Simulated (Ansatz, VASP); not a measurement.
# One calculation of LiF, two programs

INCAR

```
SYSTEM = LiF
  ALGO = Normal
  EDIFF = 1E-6
  ENCUT = 520
  GGA = PE
  ISIF = 2
  ISMEAR = -1
  LASPH = .TRUE.
  LCHARG = .FALSE.
  LREAL = .FALSE.
  LWAVE = .FALSE.
  NBANDS = 12
  NELM = 100
  PREC = Accurate
  SIGMA = 0.03
```

Contents of KPOINTS:

```
k-points
0
G
  10 10 10
  0 0 0
```

Contents of POSCAR:

```
LiF
1.0
    0.0000000000      2.0140000000      2.0341400000
    2.0140000000      0.0000000000      2.0341400000
    2.0140000000      2.0140000000      0.0000000000
Li F
1 1
Direct
    0.0000000000      0.0000000000      0.0000000000
    0.5000000000      0.5000000000      0.5000000000
```

Input for Ansatz:

```yaml
crystal:
  lattice:
    - [0.0, 2.014, 2.03414]
    - [2.014, 0.0, 2.03414]
    - [2.014, 2.014, 0.0]
  atoms:
    - { symbol: Li, position: [0.0, 0.0, 0.0] }
    - { symbol: F, position: [0.5, 0.5, 0.5] }
kpoints:
  mp_grid: { grid: [10, 10, 10] }
  band_path:
    path:
      - [0.0, 0.0, 0.0]
      - [0.0, 0.5, 0.5]
      - [0.25, 0.75, 0.5]
      - [0.0, 0.5, 0.0]
      - [0.0, 0.0, 0.0]
      - [0.5, 0.5, 0.0]
      - [0.3725370062, 0.6274629938, 0.0]
      - [-0.3725370062, 0.3725370062, 0.0]
      - [0.0, 0.0, 0.0]
    npoints: 5
scf:
  occupations: { method: fermi_dirac, width: 0.03 }
hamiltonian:
  xc: pbe
  pseudopotentials: { kind: all_electron, lapw: { basis_error: 0.001 } }
output:
  forces: true
  stress: true
  eigenvalues: true
```

Change from the starting cell: zz strain of +1 %.

Alike in both runs: task single point; functional PBE; k mesh 10 × 10 × 10; occupations fermi-dirac, width 0.03 eV; no spin polarisation.

|  | VASP | Ansatz |
| --- | --- | --- |
| version | VASP 6.6.1 | Ansatz 0.2.0 |
| potentials or method | VASP PAW PBE potentials, release 64 (Li_sv, F), cutoff 520 eV | all-electron LAPW, scalar-relativistic |

Ansatz gave:

* gap on the k mesh at the Fermi level (eV): 8.96

**Question.** What did VASP give for the same quantities?

**Answer.** gap on the k mesh at the Fermi level (eV): 8.98.

Ansatz ran all-electron here, and VASP with PAW potentials.

Noted on VASP's run: the cutoff is under 1.25 times that of the potentials, so the pressure is a little rough.
